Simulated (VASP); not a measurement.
Runs of VASP 6.6.1 on PbS. The structure is that of space group P6_3/mmc (No. 194), or close to it. The cells are those of the table. 

| task | level | potentials or basis | cell | k mesh | cutoff (eV) | gap on the mesh (eV) | pressure (GPa) | relaxed volume (Å³/atom) |
| --- | --- | --- | --- | --- | --- | --- | --- | --- |
| single point | r2SCAN | VASP PAW PBE potentials, release 64 (Pb_d, S) | a = 4.123, b = 4.123, c = 7.334 Å, angles 90.0, 90.0, 120.0°, 4 atoms | 6 × 6 × 4 | 550 | 0.25 | 0.0 | - |
| relaxation of cell and atoms | LDA | VASP PAW LDA potentials, release 64 (Pb_d, S) | relaxed from a = 4.154, b = 4.154, c = 7.360 Å, angles 90.0, 90.0, 120.0°, 4 atoms | 6 × 6 × 4 | 500 | none | 0.0 | 25.24 |
| relaxation of cell and atoms | PBEsol | VASP PAW PBE potentials, release 64 (Pb_d, S) | relaxed from a = 4.154, b = 4.154, c = 7.360 Å, angles 90.0, 90.0, 120.0°, 4 atoms | 6 × 6 × 4 | 500 | none | 0.0 | (a) |
| single point | LDA | VASP PAW LDA potentials, release 64 (Pb_d, S) | a = 4.123, b = 4.123, c = 7.334 Å, angles 90.0, 90.0, 120.0°, 4 atoms | 12 × 12 × 4 | 500 | 0.04 | (b) | - |
| single point | PBE | VASP PAW PBE potentials, release 64 (Pb_d, S) | a = 4.123, b = 4.123, c = 7.334 Å, angles 90.0, 90.0, 120.0°, 4 atoms | 12 × 12 × 4 | 500 | - | 0.9 | - |

Alike in all rows: no spin polarisation; smearing fermi-dirac 0.02 eV.

Problem. Fill in the values left out.

Solution. (a) 25.98; (b) -3.5.

Caveats: spin-orbit coupling is left out, which moves the levels of the heavy elements; the PAW data sets were made with another functional, which shifts forces and pressure a little (some runs).

A k mesh can miss the band edges, and the runs leave out spin-orbit coupling on Pb.

A gap of «none» marks levels without a gap at the run's occupations.
